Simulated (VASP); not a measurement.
# Sn in VASP: single point with PBE+D3(BJ)

Aim: the single point of Sn with PBE+D3(BJ).

Program: VASP 6.6.1. These are calculated values, not measurements. Logs are shortened: lines on timing, memory, paths and dates and some standing lists are left out, and cuts for length are marked.

## 1. The cell of the first run

The cell holds a slab with vacuum, 12 atoms: a = 9.296 Å, b = 6.574 Å, c = 20.648 Å, α = 90.00°, β = 90.00°, γ = 90.00°.

## 2. Single point, PBE+D3(BJ)

INCAR reads:

```
ALGO = Normal
DIPOL = 0.5 0.5 0.501
EDIFF = 1E-6
ENCUT = 520
GGA = PE
IDIPOL = 3
ISIF = 2
ISMEAR = 0
IVDW = 12
LASPH = True
LCHARG = False
LDIPOL = True
LREAL = False
LWAVE = False
NBANDS = 96
NELM = 60
PREC = Accurate
SIGMA = 0.1
```

KPOINTS reads:

```
k-points
0
Gamma
  2 3 1
```

POSCAR reads:

```
Sn
1.0
    9.2964173513      0.0000000000      0.0000000000
    0.0000000000      6.5735597498      0.0000000000
    0.0000000000      0.0000000000     20.6482086756
Sn
12
Direct
    0.2500000000      0.0000000000      0.3874428104
    0.7500000000      0.0000000000      0.3874428104
    0.5000000000      0.2500000000      0.3874428104
    0.0000000000      0.2500000000      0.3874428104
    0.5000000000      0.4987619174      0.5008707610
    0.0000000000      0.4987619174      0.5008707610
    0.7500000000      0.7512380826      0.5008707610
    0.2500000000      0.7512380826      0.5008707610
    0.7500000000      0.0032305244      0.6135856695
    0.2500000000      0.0032305244      0.6135856695
    0.0000000000      0.2467694756      0.6135856695
    0.5000000000      0.2467694756      0.6135856695
```

Potentials or basis: VASP PAW PBE potentials, release 64 (Sn_d).

Launch:

```
> cat potpaw_PBE.64/Sn_d/POTCAR > POTCAR
> mpirun -np 1 vasp_std > vasp.out
```

OUTCAR:

```text
EDIFF = 1E-6
   ENCUT = 520
   GGA = PE
   ISIF = 2
   ISMEAR = 0
   IVDW = 12
   LASPH = True
   LREAL = False
   NELM = 60
   PREC = Accurate
 IVDW          = 12

 ion  position               nearest neighbor table
   1  0.250  0.000  0.387-   3 2.85   4 2.85   8 2.86
   2  0.750  0.000  0.387-   3 2.85   4 2.85   7 2.86
   3  0.500  0.250  0.387-   1 2.85   2 2.85   5 2.86
   4  0.000  0.250  0.387-   1 2.85   2 2.85   6 2.86
   5  0.500  0.499  0.501-   7 2.86   8 2.86   3 2.86  12 2.86
   6  0.000  0.499  0.501-   7 2.86   8 2.86   4 2.86  11 2.86
   7  0.750  0.751  0.501-   5 2.86   6 2.86   2 2.86   9 2.86
   8  0.250  0.751  0.501-   5 2.86   6 2.86   1 2.86  10 2.86
   9  0.750  0.003  0.614-  11 2.82  12 2.82   7 2.86
  10  0.250  0.003  0.614-  11 2.82  12 2.82   8 2.86
  11  0.000  0.247  0.614-   9 2.82  10 2.82   6 2.86
  12  0.500  0.247  0.614-   9 2.82  10 2.82   5 2.86

  LATTYP: Found a simple orthorhombic cell.
 ALAT       =     6.5735597498
 B/A-ratio  =     1.4142135624
 C/A-ratio  =     3.1411000221

  Lattice vectors:

 A1 = (   0.0000000000,  -6.5735597498,   0.0000000000)
 A2 = (   9.2964173513,   0.0000000000,   0.0000000000)
 A3 = (   0.0000000000,   0.0000000000,  20.6482086756)

Analysis of symmetry for initial positions (statically):
=====================================================================
 Subroutine PRICEL returns following result:

  LATTYP: Found a simple orthorhombic cell.
 ALAT       =     4.6482086757
 B/A-ratio  =     1.4142135624
 C/A-ratio  =     4.4421862520

  Lattice vectors:

 A1 = (   4.6482086757,   0.0000000000,   0.0000000000)
 A2 = (   0.0000000000,   6.5735597498,   0.0000000000)
 A3 = (   0.0000000000,   0.0000000000,  20.6482086756)

   2 primitive cells build up your supercell.

 Routine SETGRP: Setting up the symmetry group for a
 simple orthorhombic supercell.

 Subroutine GETGRP returns: Found  4 space group operations
 (whereof  2 operations were pure point group operations)
 out of a pool of  8 trial point group operations.

The static configuration has the point symmetry C_1h.
 The point group associated with its full space group is C_2v.

Analysis of symmetry for dynamics (positions and initial velocities):
=====================================================================
 Subroutine PRICEL returns following result:

  LATTYP: Found a simple orthorhombic cell.
 ALAT       =     4.6482086757
 B/A-ratio  =     1.4142135624
 C/A-ratio  =     4.4421862520

  Lattice vectors:

 A1 = (   4.6482086757,   0.0000000000,   0.0000000000)
 A2 = (   0.0000000000,   6.5735597498,   0.0000000000)
 A3 = (   0.0000000000,   0.0000000000,  20.6482086756)

   2 primitive cells build up your supercell.

 Routine SETGRP: Setting up the symmetry group for a
 simple orthorhombic supercell.

 Subroutine GETGRP returns: Found  4 space group operations
 (whereof  2 operations were pure point group operations)
 out of a pool of  8 trial point group operations.

The dynamic configuration has the point symmetry C_1h.
 The point group associated with its full space group is C_2v.

 Subroutine INISYM returns: Found  4 space group operations
 (whereof  2 operations are pure point group operations),
 and found     2 'primitive' translations

----------------------------------------------------------------------------------------

                                     Primitive cell

  volume of cell :     630.9117

  direct lattice vectors                    reciprocal lattice vectors
     4.648208676  0.000000000  0.000000000     0.215136641  0.000000000  0.000000000
     0.000000000  6.573559750  0.000000000     0.000000000  0.152124578  0.000000000
     0.000000000  0.000000000 20.648208676     0.000000000  0.000000000  0.048430351

  length of vectors
     4.648208676  6.573559750 20.648208676     0.215136641  0.152124578  0.048430351

  position of ions in fractional coordinates (direct lattice)
     0.500000000  0.000000000  0.387442810
     0.000000000  0.250000000  0.387442810
     0.000000000  0.498761917  0.500870761
     0.500000000  0.751238083  0.500870761
     0.500000000  0.003230524  0.613585669
     0.000000000  0.246769476  0.613585669

  ion indices of the primitive-cell ions
   primitive index   ion index
                 1           1
                 2           3
                 3           5
                 4           8
                 5          10
                 6          11

----------------------------------------------------------------------------------------

 KPOINTS: k-points

Automatic generation of k-mesh.
 Grid dimensions read from file:
 generate k-points for:    2    3    1

 Generating k-lattice:

  Cartesian coordinates                     Fractional coordinates (reciprocal lattice)
     0.053784160  0.000000000  0.000000000     0.500000000  0.000000000  0.000000000
     0.000000000  0.050708193  0.000000000     0.000000000  0.333333333  0.000000000
     0.000000000  0.000000000  0.048430351     0.000000000  0.000000000  1.000000000

  Length of vectors
     0.053784160  0.050708193  0.048430351

  Shift w.r.t. Gamma in fractional coordinates (k-lattice)
     0.000000000  0.000000000  0.000000000

 Subroutine IBZKPT returns following result:
 ===========================================

 Found      4 irreducible k-points:

 Following reciprocal coordinates:
            Coordinates               Weight
  0.000000  0.000000  0.000000      1.000000
  0.500000  0.000000  0.000000      1.000000
  0.000000  0.333333  0.000000      2.000000
  0.500000  0.333333  0.000000      2.000000
   k-points           NKPTS =      4   k-points in BZ     NKDIM =      4   number of bands    NBANDS=     96
   number of dos      NEDOS =    301   number of ions     NIONS =     12
   total plane-waves  NPLWV = 560000
   dimension x,y,z NGX =    70 NGY =   50 NGZ =  160
   dimension x,y,z NGXF=   140 NGYF=  100 NGZF=  320
   ions per type =              12
   NGX,Y,Z   is equivalent  to a cutoff of  12.52, 12.65, 12.88 a.u.
   NGXF,Y,Z  is equivalent  to a cutoff of  25.04, 25.29, 25.76 a.u.
 SYSTEM =  unknown system
   PREC   = accura    normal or accurate (medium, high low for compatibility)
   ISTART =      0    job   : 0-new  1-cont  2-samecut
   ICHARG =      2    charge: 1-file 2-atom 10-const
   ISPIN  =      1    spin polarized calculation?
   LNONCOLLINEAR =      F non collinear calculations
   LSORBIT =      F    spin-orbit coupling
   LASPH  =      T    aspherical Exc in radial PAW
   ENCUT  =  520.0 eV  38.22 Ry    6.18 a.u.  17.29 12.22 38.39*2*pi/ulx,y,z
   NELM   =     60;   NELMIN=  2; NELMDL= -5     # of ELM steps
   EDIFF  = 0.1E-05   stopping-criterion for ELM
   LREAL  =      F    real-space projection
   EDIFFG = 0.1E-04   stopping-criterion for IOM
   NSW    =      0    number of steps for IOM
   IBRION =     -1    ionic relax: 0-MD 1-quasi-New 2-CG
   NFREE  =      0    steps in history (QN), initial steepest desc. (CG)
   ISIF   =      2    stress and relaxation
   ISYM   =      2    0-nonsym 1-usesym 2-fastsym
   POTIM  = 0.5000    time-step for ionic-motion
   TEBEG  =    0.0;   TEEND  =   0.0 temperature during run
   PSTRESS=    0.0 pullay stress
   NELECT =     168.0000    total number of electrons
   NUPDOWN=      -1.0000    fix difference up-down
   EMIN   =  10.00;   EMAX   =-10.00  energy-range for DOS
   EFERMI =   0.00;   METHOD = LEGACY
   ISMEAR =     0;   SIGMA  =   0.10  broadening in eV -4-tet -1-fermi 0-gaus
   EFERMI_NEDOS =   21; number of points for ismear=-14 and -15
   IALGO  =     38    algorithm
   IMIX   =      4    mixing-type and parameters
     AMIX     =   0.40;   BMIX     =  1.00
     AMIX_MAG =   1.60;   BMIX_MAG =  1.00
  volume/ion in A,a.u.               =     105.15       709.60
  Fermi-wavevector in a.u.,A,eV,Ry     =   0.835946  1.579709  9.507836  0.698806
  Thomas-Fermi vector in A             =   1.949589
   LORBIT       =      0    0 simple, 1 ext, 2 COOP (PROOUT), +10 PAW based schemes
   GGA     = PE    functional components
   LHFCALC =     F    Hartree Fock is set to
   AEXX    =    0.0000 exact exchange contribution
   IVDW    =    12    specifies the selected vdW correction
   LEPSILON=     F    determine dielectric tensor
   LRPA    =     F    only Hartree local field effects (RPA)
 non-spin polarized calculation
 Gauss-broadening in eV      SIGMA  =   0.10
  energy-cutoff  :      520.00
  volume of cell :     1261.82
 maximum number of plane-waves:     34016
 NGX is ok and might be reduce to    70
   NGX = 35   NGY = 25   NGZ = 77

 dipolmoment           0.000000      0.000000      0.019766 electrons x Angstroem

 number of electron     168.0000018 magnetization

 dipolmoment           0.000000      0.000000     -0.002433 electrons x Angstroem

 Free energy of the ion-electron system (eV)
  ---------------------------------------------------
  ext. energy  EPLUGINS =         0.00000000
  ---------------------------------------------------
  free energy    TOTEN  =       -40.76801150 eV

  energy without entropy =      -40.70563048  energy(sigma->0) =      -40.73682099

 E-fermi :  -1.0796     XC(G=0):  -3.6746

 val. band max:       -1.1346546533   @ k =   0.0000   0.0000   0.0000
 cond. band min:      -1.0744981549   @ k =   0.5000   0.3333   0.0000
 fundamental gap:      0.0601564984
 Fermi energy:        -1.0795790681

 k-point     1 :       0.0000    0.0000    0.0000
  band No.  band energies     occupation
      1     -22.6364      2.00000
      2     -22.6331      2.00000
      3     -22.6331      2.00000
      4     -22.6273      2.00000
      5     -22.6210      2.00000
      6     -22.6197      2.00000
[... 385 lines left out ...]
     95       2.3535      0.00000
     96       2.3535      0.00000

------------------------ aborting loop because EDIFF is reached ----------------------------------------

 vacuum level on the upper side and lower side of the slab       (xc-potential included)        -0.132        -0.124

 Edisp (eV)   -2.55222

 E8    (eV) :    -1.2839

  FORCE on cell =-STRESS in cart. coord.  units (eV):
  Direction    XX          YY          ZZ          XY          YZ          ZX
  --------------------------------------------------------------------------------------
  -------------------------------------------------------------------------------------
  Total       1.60808    -1.12804    -0.12339     0.00000     0.00000     0.00000
  in kB       2.04183    -1.43230    -0.15668     0.00000     0.00000     0.00000
  external pressure =        0.15 kB  Pullay stress =        0.00 kB

 VOLUME and BASIS-vectors are now :
 -----------------------------------------------------------------------------
  energy-cutoff  :      520.00
  volume of cell :     1261.82
      direct lattice vectors                 reciprocal lattice vectors
     9.296417351  0.000000000  0.000000000     0.107568320  0.000000000  0.000000000
     0.000000000  6.573559750  0.000000000     0.000000000  0.152124578  0.000000000
     0.000000000  0.000000000 20.648208676     0.000000000  0.000000000  0.048430351

 POSITION                                       TOTAL-FORCE (eV/Angst)
 -----------------------------------------------------------------------------------
      2.32410      0.00000      8.00000         0.000000      0.154867     -0.004330
      6.97231      0.00000      8.00000         0.000000      0.154867     -0.004330
      4.64821      1.64339      8.00000        -0.000000     -0.154867     -0.004330
      0.00000      1.64339      8.00000        -0.000000     -0.154867     -0.004330
      4.64821      3.27864     10.34208         0.000000      0.003290      0.002546
      0.00000      3.27864     10.34208         0.000000      0.003290      0.002546
      6.97231      4.93831     10.34208         0.000000     -0.003290      0.002546
      2.32410      4.93831     10.34208        -0.000000     -0.003290      0.002546
      6.97231      0.02124     12.66944         0.000000      0.003580      0.001784
      2.32410      0.02124     12.66944        -0.000000      0.003580      0.001784
      0.00000      1.62215     12.66944         0.000000     -0.003580      0.001784
      4.64821      1.62215     12.66944         0.000000     -0.003580      0.001784
 -----------------------------------------------------------------------------------
    total drift:                                0.000000      0.000000      0.005835

  FREE ENERGIE OF THE ION-ELECTRON SYSTEM (eV)
  ---------------------------------------------------
  free  energy   TOTEN  =       -43.3202287872 eV

  energy  without entropy=      -43.2578477676  energy(sigma->0) =      -43.28903828

 vacuum level on the upper side and lower side of the slab         3.034         3.041
```

It took 16 min on 1 thread of Intel Xeon Platinum 8488C (Sapphire Rapids), shared host; peak memory 1.1 GiB.

What came out:

```yaml
Free_energy: -43.3202 eV
Largest_force: 0.155 eV/Å
Band_gap_on_the_k_mesh: zero (band 84 reaches -1.07 eV, above the bottom of band 85 at -1.23 eV)
Dispersion_energy_per_atom: -0.213 eV
```

Forces on the atoms (eV/Å):
```
Sn   0.000  0.155 -0.004
Sn   0.000  0.155 -0.004
Sn   0.000 -0.155 -0.004
Sn   0.000 -0.155 -0.004
Sn   0.000  0.003  0.003
Sn   0.000  0.003  0.003
Sn   0.000 -0.003  0.003
Sn   0.000 -0.003  0.003
Sn   0.000  0.004  0.002
Sn   0.000  0.004  0.002
Sn   0.000 -0.004  0.002
Sn   0.000 -0.004  0.002
```

Levels at points of the mesh, in eV from the Fermi level:
| k point | band 81 | band 82 | band 83 | band 84 | band 85 | band 86 | band 87 | band 88 |
| --- | --- | --- | --- | --- | --- | --- | --- | --- |
| (0.00, 0.00, 0.00) | -0.63 | -0.63 | -0.44 | -0.06 | 0.21 | 0.21 | 0.39 | 1.17 |
| (0.50, 0.00, 0.00) | -0.49 | -0.49 | -0.36 | -0.36 | -0.15 | -0.15 | 0.94 | 0.94 |

Caveat: spin-orbit coupling is left out, which moves the levels of the heavy elements.
